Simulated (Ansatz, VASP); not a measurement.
One calculation of FeO, two programs

Contents of INCAR:

```
SYSTEM = FeO
PREC     = Accurate       ! precision mode
ENCUT    = 520            ! plane-wave cutoff, eV
EDIFF    = 1E-7           ! SCF threshold, eV
ISMEAR   = 0              ! smearing method
SIGMA    = 0.05           ! smearing width, eV
LREAL    = .FALSE.        ! projectors in reciprocal space
LASPH    = .TRUE.         ! aspherical terms in the spheres
NELM     = 150            ! most SCF steps
ALGO     = Normal         ! electronic algorithm
ISIF     = 2              ! what is computed and relaxed
LWAVE    = .FALSE.        ! write WAVECAR
LCHARG   = .FALSE.        ! write CHGCAR
MAGMOM   = 0 0 3.89 0 0 0.68 ! initial moments
LORBIT   = 11             ! projections on sites
LSORBIT  = .TRUE.         ! spin-orbit coupling
GGA_COMPAT= .FALSE.      
LORBMOM  = .TRUE.       
LMAXMIX  = 4              ! l up to which the mixer works
LDAU     = .TRUE.         ! DFT+U
LDAUTYPE = 2            
LDAUL    = 2 -1           ! shell
LDAUU    = 5 0            ! U, eV
LDAUJ    = 0 0          
LDAUPRINT= 1            
GGA      = PE             ! functional
NBANDS   = 26             ! bands
```

The input KPOINTS:

```
regular mesh
0
G
  8 8 8
  0 0 0
```

POSCAR

```
FeO
1.0
    1.5176821100      0.8762341800      2.5157945800
   -1.5176821100      0.8762341800      2.5157945800
    0.0000000000     -1.7524683500      2.5157945800
Fe O
1 1
Direct
    0.0000000000      0.0000000000      0.0000000000
    0.5000000000      0.5000000000      0.5000000000
```

Input for Ansatz:

```yaml
crystal:
  lattice:
    - [1.51768211, 0.87623418, 2.51579458]
    - [-1.51768211, 0.87623418, 2.51579458]
    - [0.0, -1.75246835, 2.51579458]
  atoms:
    - { symbol: Fe, position: [0.0, 0.0, 0.0], spin: 2.0, spin_axis: [0.0, 0.0, 1.0] }
    - { symbol: O, position: [0.5, 0.5, 0.5] }
basis:
  ecutwfc: 420
  ecutrho_ratio: 4
kpoints:
  mp_grid: { grid: [8, 8, 8] }
hamiltonian:
  xc: pbe
  hubbard:
    sites:
      - { site: 0, l: d, u_eff: 5.0, starting_ns: [{ occupation_matrix: s0 }] }
    occupation_matrices:
      s0:
        spinor_matrix:
          - [[0.02, 0.0], [0.0, 0.0], [0.0, 0.0], [0.0, 0.0], [0.0, 0.0], [0.0, 0.0], [0.0, 0.0], [0.0, 0.0], [0.0, 0.0], [0.0, 0.0]]
          - [[0.0, 0.0], [0.97, 0.0], [0.0, 0.0], [0.0, 0.0], [0.0, 0.0], [0.0, 0.0], [0.0, 0.0], [0.0, 0.0], [0.0, 0.0], [0.0, 0.0]]
          - [[0.0, 0.0], [0.0, 0.0], [0.97, 0.0], [0.0, 0.0], [0.0, 0.0], [0.0, 0.0], [0.0, 0.0], [0.0, 0.0], [0.0, 0.0], [0.0, 0.0]]
          - [[0.0, 0.0], [0.0, 0.0], [0.0, 0.0], [0.97, 0.0], [0.0, 0.0], [0.0, 0.0], [0.0, 0.0], [0.0, 0.0], [0.0, 0.0], [0.0, 0.0]]
          - [[0.0, 0.0], [0.0, 0.0], [0.0, 0.0], [0.0, 0.0], [0.97, 0.0], [0.0, 0.0], [0.0, 0.0], [0.0, 0.0], [0.0, 0.0], [0.0, 0.0]]
          - [[0.0, 0.0], [0.0, 0.0], [0.0, 0.0], [0.0, 0.0], [0.0, 0.0], [0.02, 0.0], [0.0, 0.0], [0.0, 0.0], [0.0, 0.0], [0.0, 0.0]]
          - [[0.0, 0.0], [0.0, 0.0], [0.0, 0.0], [0.0, 0.0], [0.0, 0.0], [0.0, 0.0], [0.02, 0.0], [0.0, 0.0], [0.0, 0.0], [0.0, 0.0]]
          - [[0.0, 0.0], [0.0, 0.0], [0.0, 0.0], [0.0, 0.0], [0.0, 0.0], [0.0, 0.0], [0.0, 0.0], [0.02, 0.0], [0.0, 0.0], [0.0, 0.0]]
          - [[0.0, 0.0], [0.0, 0.0], [0.0, 0.0], [0.0, 0.0], [0.0, 0.0], [0.0, 0.0], [0.0, 0.0], [0.0, 0.0], [0.97, 0.0], [0.0, 0.0]]
          - [[0.0, 0.0], [0.0, 0.0], [0.0, 0.0], [0.0, 0.0], [0.0, 0.0], [0.0, 0.0], [0.0, 0.0], [0.0, 0.0], [0.0, 0.0], [0.97, 0.0]]
    ns_hold: { iters: 5 }
scf:
  occupations: { method: gaussian, width: 0.05 }
  lower_state_search: "off"
  max_iter: 150
output:
  forces: true
  stress: true
  eigenvalues: true
  populations: true
  hubbard: { sites: [{ site: 0, l: d }] }
magnetization:
  noncollinear: true
  spin_orbit: true
```

Alike in both runs: task single point; functional PBE; k mesh 8 × 8 × 8; occupations gaussian, width 0.05 eV; non-collinear spin, spin-orbit coupling; Hubbard terms Fe d U = 5.0 eV.

|  | VASP | Ansatz |
| --- | --- | --- |
| version | VASP 6.6.1 | Ansatz 0.2.0 |
| potentials or method | VASP PAW PBE potentials, release 64 (Fe, O), cutoff 520 eV | plane waves, PAW |
| valence electrons in the cell | 14 | 22 |

```tsv
	VASP	Ansatz	Ansatz less VASP
pressure (GPa)	7.6	13.1	+5.48
traceless stress, the component that is largest in VASP (GPa)	-0.99	-0.77	+0.223
net moment per atom (μB)	2.00	2.00	-0.001
```

The programs project onto different local orbitals, so the same U acts differently, and such runs can settle in different states. VASP's potentials hold 14 valence electrons a cell and Ansatz's 22, so a difference there can come from the potentials and not from the codes. Ansatz's warnings: specified occupation not kept, stress scf threshold loose.
